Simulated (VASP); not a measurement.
# Zn (Fd-3m) in VASP: notebook

Runs on Zn. Level: PBE. Tasks: single point.

Program: VASP 6.6.1. These are calculated values, not measurements. Logs are shortened: lines on timing, memory, paths and dates and some standing lists are left out, and cuts for length are marked.

### 1 The cell of the first run

The structure is cubic, space group Fd-3m (No. 227). Conventional cell: a = 5.731 Å, b = 5.731 Å, c = 5.731 Å, α = 90.00°, β = 90.00°, γ = 90.00°. Zn (site symmetry -43m) has 4 Zn at 2.48 Å within 3.3 Å.

### 2 Single point, PBE (volume scaled by 0.95)

INCAR

```
SYSTEM = Zn
PREC = Accurate ; ENCUT = 520
EDIFF = 1E-6 ; ISMEAR = -1
SIGMA = 0.05 ; LREAL = .FALSE.
LASPH = .TRUE. ; NELM = 100
ALGO = Normal ; ISIF = 2
LWAVE = .FALSE. ; LCHARG = .FALSE.
GGA = PE ; NBANDS = 19
```

KPOINTS

```
Automatic mesh
0
G
  12 12 12
  0 0 0
```

POSCAR

```
Zn
1.0
    0.0000000000      2.8657224432      2.8657224432
    2.8657224432      0.0000000000      2.8657224432
    2.8657224432      2.8657224432      0.0000000000
Zn
2
Direct
   -0.1250000000     -0.1250000000     -0.1250000000
    0.1250000000      0.1250000000      0.1250000000
```

Potentials or basis: VASP PAW PBE potentials, release 64 (Zn).

On the command line:

```sh
$ cat potpaw_PBE.64/Zn/POTCAR > POTCAR
$ mpirun -np 1 vasp_std > vasp.out
```

OUTCAR:

```text
SYSTEM = Zn
   PREC = Accurate
   ENCUT = 520
   EDIFF = 1E-6
   ISMEAR = -1
   LREAL = .FALSE.
   LASPH = .TRUE.
   NELM = 100
   ISIF = 2
   GGA = PE

 ion  position               nearest neighbor table
   1  0.875  0.875  0.875-   2 2.48   2 2.48   2 2.48   2 2.48
   2  0.125  0.125  0.125-   1 2.48   1 2.48   1 2.48   1 2.48

  LATTYP: Found a face centered cubic cell.
 ALAT       =     5.7314448864

  Lattice vectors:

 A1 = (   0.0000000000,   2.8657224432,   2.8657224432)
 A2 = (   2.8657224432,   0.0000000000,   2.8657224432)
 A3 = (   2.8657224432,   2.8657224432,   0.0000000000)

Analysis of symmetry for initial positions (statically):
=====================================================================
 Subroutine PRICEL returns:
 Original cell was already a primitive cell.

 Routine SETGRP: Setting up the symmetry group for a
 face centered cubic supercell.

 Subroutine GETGRP returns: Found 48 space group operations
 (whereof 12 operations were pure point group operations)
 out of a pool of 48 trial point group operations.

The static configuration has the point symmetry D_3d.
 The point group associated with its full space group is O_h .

Analysis of symmetry for dynamics (positions and initial velocities):
=====================================================================
 Subroutine PRICEL returns:
 Original cell was already a primitive cell.

 Routine SETGRP: Setting up the symmetry group for a
 face centered cubic supercell.

 Subroutine GETGRP returns: Found 48 space group operations
 (whereof 12 operations were pure point group operations)
 out of a pool of 48 trial point group operations.

The dynamic configuration has the point symmetry D_3d.
 The point group associated with its full space group is O_h .

 Subroutine INISYM returns: Found 48 space group operations
 (whereof 12 operations are pure point group operations),
 and found     1 'primitive' translations

----------------------------------------------------------------------------------------

                                     Primitive cell

  volume of cell :      47.0687

  direct lattice vectors                    reciprocal lattice vectors
     0.000000000  2.865722443  2.865722443    -0.174476074  0.174476074  0.174476074
     2.865722443  0.000000000  2.865722443     0.174476074 -0.174476074  0.174476074
     2.865722443  2.865722443  0.000000000     0.174476074  0.174476074 -0.174476074

  length of vectors
     4.052743545  4.052743545  4.052743545     0.302201424  0.302201424  0.302201424

  position of ions in fractional coordinates (direct lattice)
     0.875000000  0.875000000  0.875000000
     0.125000000  0.125000000  0.125000000

  ion indices of the primitive-cell ions
   primitive index   ion index
                 1           1
                 2           2

----------------------------------------------------------------------------------------

 KPOINTS: Automatic mesh

Automatic generation of k-mesh.
 Grid dimensions read from file:
 generate k-points for:   12   12   12

 Generating k-lattice:

  Cartesian coordinates                     Fractional coordinates (reciprocal lattice)
    -0.014539673  0.014539673  0.014539673     0.083333333  0.000000000  0.000000000
     0.014539673 -0.014539673  0.014539673     0.000000000  0.083333333  0.000000000
     0.014539673  0.014539673 -0.014539673     0.000000000  0.000000000  0.083333333

  Length of vectors
     0.025183452  0.025183452  0.025183452

  Shift w.r.t. Gamma in fractional coordinates (k-lattice)
     0.000000000  0.000000000  0.000000000

 Subroutine IBZKPT returns following result:
 ===========================================

 Found     72 irreducible k-points:

 Following reciprocal coordinates:
            Coordinates               Weight
  0.000000  0.000000  0.000000      1.000000
  0.083333  0.000000  0.000000      8.000000
  0.166667  0.000000  0.000000      8.000000
  0.250000  0.000000  0.000000      8.000000
  0.333333  0.000000  0.000000      8.000000
  0.416667  0.000000  0.000000      8.000000
[... 16 lines left out ...]
  0.500000  0.166667  0.000000     24.000000
 -0.416667  0.166667  0.000000     24.000000
 [... further k-points ...]
   k-points           NKPTS =     72   k-points in BZ     NKDIM =     72   number of bands    NBANDS=     19
   number of dos      NEDOS =    301   number of ions     NIONS =      2
   total plane-waves  NPLWV =  27000
   dimension x,y,z NGX =    30 NGY =   30 NGZ =   30
   dimension x,y,z NGXF=    60 NGYF=   60 NGZF=   60
   ions per type =               2
   NGX,Y,Z   is equivalent  to a cutoff of  12.31, 12.31, 12.31 a.u.
   NGXF,Y,Z  is equivalent  to a cutoff of  24.61, 24.61, 24.61 a.u.
 SYSTEM =  Zn
   PREC   = accura    normal or accurate (medium, high low for compatibility)
   ISTART =      0    job   : 0-new  1-cont  2-samecut
   ICHARG =      2    charge: 1-file 2-atom 10-const
   ISPIN  =      1    spin polarized calculation?
   LNONCOLLINEAR =      F non collinear calculations
   LSORBIT =      F    spin-orbit coupling
   LASPH  =      T    aspherical Exc in radial PAW
   ENCUT  =  520.0 eV  38.22 Ry    6.18 a.u.   7.54  7.54  7.54*2*pi/ulx,y,z
   NELM   =    100;   NELMIN=  2; NELMDL= -5     # of ELM steps
   EDIFF  = 0.1E-05   stopping-criterion for ELM
   LREAL  =      F    real-space projection
   EDIFFG = 0.1E-04   stopping-criterion for IOM
   NSW    =      0    number of steps for IOM
   IBRION =     -1    ionic relax: 0-MD 1-quasi-New 2-CG
   NFREE  =      0    steps in history (QN), initial steepest desc. (CG)
   ISIF   =      2    stress and relaxation
   ISYM   =      2    0-nonsym 1-usesym 2-fastsym
   POTIM  = 0.5000    time-step for ionic-motion
   TEBEG  =    0.0;   TEEND  =   0.0 temperature during run
   PSTRESS=    0.0 pullay stress
   NELECT =      24.0000    total number of electrons
   NUPDOWN=      -1.0000    fix difference up-down
   EMIN   =  10.00;   EMAX   =-10.00  energy-range for DOS
   EFERMI =   0.00;   METHOD = LEGACY
   ISMEAR =    -1;   SIGMA  =   0.05  broadening in eV -4-tet -1-fermi 0-gaus
   EFERMI_NEDOS =   21; number of points for ismear=-14 and -15
   IALGO  =     38    algorithm
   IMIX   =      4    mixing-type and parameters
     AMIX     =   0.40;   BMIX     =  1.00
     AMIX_MAG =   1.60;   BMIX_MAG =  1.00
  volume/ion in A,a.u.               =      23.53       158.82
  Fermi-wavevector in a.u.,A,eV,Ry     =   1.307880  2.471534 23.273435  1.710549
  Thomas-Fermi vector in A             =   2.438584
   LORBIT       =      0    0 simple, 1 ext, 2 COOP (PROOUT), +10 PAW based schemes
   GGA     = PE    functional components
   LHFCALC =     F    Hartree Fock is set to
   AEXX    =    0.0000 exact exchange contribution
   IVDW    =     0    specifies the selected vdW correction
   LEPSILON=     F    determine dielectric tensor
   LRPA    =     F    only Hartree local field effects (RPA)
 non-spin polarized calculation
  energy-cutoff  :      520.00
  volume of cell :       47.07
 maximum number of plane-waves:      1303
   NGX = 15   NGY = 15   NGZ = 15

 number of electron      23.9999964 magnetization

 Free energy of the ion-electron system (eV)
  ---------------------------------------------------
  ext. energy  EPLUGINS =         0.00000000
  ---------------------------------------------------
  free energy    TOTEN  =        -1.26813699 eV

  energy without entropy =       -1.25738884  energy(sigma->0) =       -1.26276292

 E-fermi :   0.4612     XC(G=0):  -9.1580

 val. band max:        0.4099569166   @ k =  -0.3333   0.3333   0.1667
 cond. band min:       0.4706653141   @ k =  -0.4167   0.3333   0.1667
 fundamental gap:      0.0607083975
 Fermi energy:         0.4612196671

 k-point     1 :       0.0000    0.0000    0.0000
  band No.  band energies     occupation
      1      -7.2872      2.00000
      2      -7.1416      2.00000
      3      -7.1416      2.00000
      4      -7.1416      2.00000
      5      -7.0999      2.00000
      6      -7.0999      2.00000
[... 11 lines left out ...]
     18       8.0086      0.00000
     19       9.7025      0.00000

 k-point     2 :       0.0833    0.0000    0.0000
  band No.  band energies     occupation
      1      -7.2121      2.00000
      2      -7.1639      2.00000
      3      -7.1639      2.00000
      4      -7.1386      2.00000
      5      -7.0697      2.00000
      6      -7.0697      2.00000
[... 11 lines left out ...]
     18       8.8265      0.00000
     19      10.3560      0.00000

 k-point     3 :       0.1667    0.0000    0.0000
  band No.  band energies     occupation
      1      -7.1864      2.00000
      2      -7.1864      2.00000
      3      -7.1443      2.00000
      4      -7.0279      2.00000
      5      -7.0279      2.00000
      6      -7.0127      2.00000
[... 11 lines left out ...]
     18      10.0019      0.00000
     19      11.1257      0.00000

 k-point     4 :       0.2500    0.0000    0.0000
  band No.  band energies     occupation
      1      -7.1946      2.00000
      2      -7.1946      2.00000
      3      -7.1382      2.00000
      4      -6.9989      2.00000
      5      -6.9989      2.00000
      6      -6.8691      2.00000
[... 11 lines left out ...]
     18      10.4165      0.00000
     19      11.4336      0.00000

 k-point     5 :       0.3333    0.0000    0.0000
  band No.  band energies     occupation
      1      -7.1897      2.00000
      2      -7.1897      2.00000
      3      -7.1299      2.00000
      4      -6.9910      2.00000
      5      -6.9910      2.00000
      6      -6.8433      2.00000
[... 11 lines left out ...]
     18       9.9180      0.00000
     19      12.7464      0.00000

 k-point     6 :       0.4167    0.0000    0.0000
  band No.  band energies     occupation
      1      -7.1784      2.00000
      2      -7.1784      2.00000
      3      -7.1208      2.00000
      4      -6.9980      2.00000
      5      -6.9980      2.00000
      6      -6.8558      2.00000
[... 11 lines left out ...]
     18       9.5593      0.00000
     19      14.1193      0.00000

 k-point     7 :       0.5000    0.0000    0.0000
  band No.  band energies     occupation
      1      -7.1722      2.00000
      2      -7.1722      2.00000
      3      -7.1165      2.00000
      4      -7.0037      2.00000
      5      -7.0037      2.00000
      6      -6.8640      2.00000
[... 11 lines left out ...]
     18       9.4340      0.00000
     19      15.0761      0.00000

 k-point     8 :       0.0833    0.0833    0.0000
  band No.  band energies     occupation
      1      -7.1856      2.00000
      2      -7.1853      2.00000
      3      -7.1431      2.00000
      4      -7.1431      2.00000
      5      -7.0846      2.00000
      6      -7.0442      2.00000
[... 256 lines left out ...]
 k-point    20 :       0.2500    0.1667    0.0000
  band No.  band energies     occupation
      1      -7.2436      2.00000
      2      -7.1537      2.00000
      3      -7.1495      2.00000
      4      -7.0067      2.00000
      5      -6.9228      2.00000
      6      -6.8587      2.00000
[... 11 lines left out ...]
     18      10.3793      0.00000
     19      12.5522      0.00000

 k-point    21 :       0.3333    0.1667    0.0000
  band No.  band energies     occupation
      1      -7.2481      2.00000
      2      -7.1596      2.00000
      3      -7.1458      2.00000
      4      -6.9773      2.00000
      5      -6.8963      2.00000
      6      -6.8473      2.00000
[... 11 lines left out ...]
     18      10.3573      0.00000
     19      12.7336      0.00000

 k-point    22 :       0.4167    0.1667    0.0000
  band No.  band energies     occupation
      1      -7.2470      2.00000
      2      -7.1665      2.00000
      3      -7.1318      2.00000
      4      -6.9553      2.00000
      5      -6.8992      2.00000
      6      -6.8527      2.00000
[... 11 lines left out ...]
     18       9.9758      0.00000
     19      12.4460      0.00000

 k-point    23 :       0.5000    0.1667    0.0000
  band No.  band energies     occupation
      1      -7.2434      2.00000
      2      -7.1794      2.00000
      3      -7.1076      2.00000
      4      -6.9338      2.00000
      5      -6.9217      2.00000
      6      -6.8626      2.00000
[... 11 lines left out ...]
     18      10.8215      0.00000
     19      12.4174      0.00000

 k-point    24 :      -0.4167    0.1667    0.0000
  band No.  band energies     occupation
      1      -7.2358      2.00000
      2      -7.1991      2.00000
      3      -7.0818      2.00000
      4      -6.9606      2.00000
      5      -6.9100      2.00000
      6      -6.8595      2.00000
[... 11 lines left out ...]
     18      11.8409      0.00000
     19      12.9708      0.00000

 [... further k-points ...]
[... 5 lines left out ...]
  --------------------------------------------------------------------------------------
  -------------------------------------------------------------------------------------
  Total        0.4907877      0.4907877      0.4907877     -0.0000000      0.0000000      0.0000000
  in kB       16.7059782     16.7059782     16.7059782     -0.0000000      0.0000000      0.0000000
  external PRESSURE =      16.7059782 kB  Pullay stress =       0.0000000 kB

 VOLUME and BASIS-vectors are now :
 -----------------------------------------------------------------------------
  energy-cutoff  :      520.00
  volume of cell :       47.07
      direct lattice vectors                 reciprocal lattice vectors
     0.000000000  2.865722443  2.865722443    -0.174476074  0.174476074  0.174476074
     2.865722443  0.000000000  2.865722443     0.174476074 -0.174476074  0.174476074
     2.865722443  2.865722443  0.000000000     0.174476074  0.174476074 -0.174476074

 POSITION                                       TOTAL-FORCE (eV/Angst)
 -----------------------------------------------------------------------------------
      5.01501      5.01501      5.01501         0.000000      0.000000      0.000000
      0.71643      0.71643      0.71643        -0.000000     -0.000000     -0.000000
 -----------------------------------------------------------------------------------
    total drift:                               -0.000000      0.000000      0.000000

  FREE ENERGIE OF THE ION-ELECTRON SYSTEM (eV)
  ---------------------------------------------------
  free  energy   TOTEN  =        -1.2681369935 eV

  energy  without entropy=       -1.2573888378  energy(sigma->0) =       -1.26276292
```

Wall time 22 s (1 thread of AMD EPYC 9R45 (Zen 5), shared host); peak memory 0.16 GiB.

Results:

```
Free energy            : -1.2681 eV
Pressure               : 1.7 GPa
Band gap on the k mesh : zero (band 12 reaches 5.87 eV, above the bottom of band 13 at -0.27 eV)
```

### 3 Single point, PBE (volume scaled by 0.95)

INCAR

```
PREC = Accurate
ENCUT = 520
EDIFF = 1E-6
ISMEAR = -1
SIGMA = 0.05
LREAL = F
LASPH = T
NELM = 80
ALGO = Normal
ISIF = 2
LWAVE = F
LCHARG = F
GGA = PE
NBANDS = 19
```

KPOINTS

```
regular mesh
0
Gamma
  12 12 12
```

POSCAR is that of step 2.

Potentials or basis: VASP PAW PBE potentials, release 64 (Zn).

On the command line:

```sh
$ cat potpaw_PBE.64/Zn/POTCAR > POTCAR
$ mpirun -np 1 vasp_std > vasp.out
```

Run time: 24 s. Hardware: 1 thread of AMD EPYC 9R45 (Zen 5), shared host; peak memory 0.17 GiB.

Results (log left out):

```yaml
Free_energy: -1.2681 eV
Pressure: 1.7 GPa
Band_gap_on_the_k_mesh: zero (band 12 reaches 5.87 eV, above the bottom of band 13 at -0.27 eV)
```

Levels at points of the mesh, in eV from the Fermi level:
| k point | band 10 | band 11 | band 12 | band 13 | band 14 | band 15 |
| --- | --- | --- | --- | --- | --- | --- |
| (0.00, 0.00, 0.00) | -6.75 | -6.75 | 5.41 | 5.41 | 5.41 | 6.87 |
| (0.50, 0.00, 0.00) | -6.75 | -4.68 | -3.13 | 3.51 | 3.51 | 5.98 |
| (0.50, 0.50, 0.00) | -6.71 | -3.18 | -3.18 | 1.20 | 1.20 | 4.47 |

[end of part 1 of 2]
